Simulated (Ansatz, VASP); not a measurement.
## Si: VASP beside Ansatz

```
Si
1.0
     5.43285    0.00000    0.00000
     0.00000    2.71643   -2.71643
     0.00000    8.82839    7.47017
Si
12
Cartesian
  2.7164 2.0372 2.0372
  0.0000 4.7536 2.0372
  2.7164 4.7536 4.7536
  0.0000 7.4700 4.7536
  2.7164 7.4700 7.4700
  0.0000 2.0372 -0.6792
  4.0746 3.3954 3.3954
  1.3582 6.1118 3.3954
  4.0746 6.1118 6.1118
  1.3582 8.8283 6.1118
  4.0746 0.6790 0.6790
  1.3582 3.3954 0.6790
```

Alike in both runs: task single point; functional PBEsol; k mesh 6 × 9 × 3; occupations gaussian, width 0.05 eV; no spin polarisation.

|  | VASP | Ansatz |
| --- | --- | --- |
| version | VASP 6.6.1 | Ansatz 0.2.0 |
| potentials or method | VASP PAW PBE potentials, release 64 (Si), cutoff 520 eV | scalar-relativistic, plane waves, PAW |
| valence electrons in the cell | 48 | 48 |

|  | VASP | Ansatz | Ansatz less VASP |
| --- | --- | --- | --- |
| gap on the k mesh at the Fermi level (eV) | none | none | - |
| pressure (GPa) | -0.7 | -0.9 | -0.12 |
| traceless stress, the component that is largest in VASP (GPa) | -4.38 | -4.38 | -0.002 |
| rms of the force components (eV/Å) | 0.359 | 0.358 | -0.0008 |

VASP's potentials were made for PBE, not for PBEsol, and Ansatz warns of the same on its side. Atom by atom the forces differ by 0.002 eV/Å (rms over components). A gap of «none» marks a metal or a gap that the smearing closes.
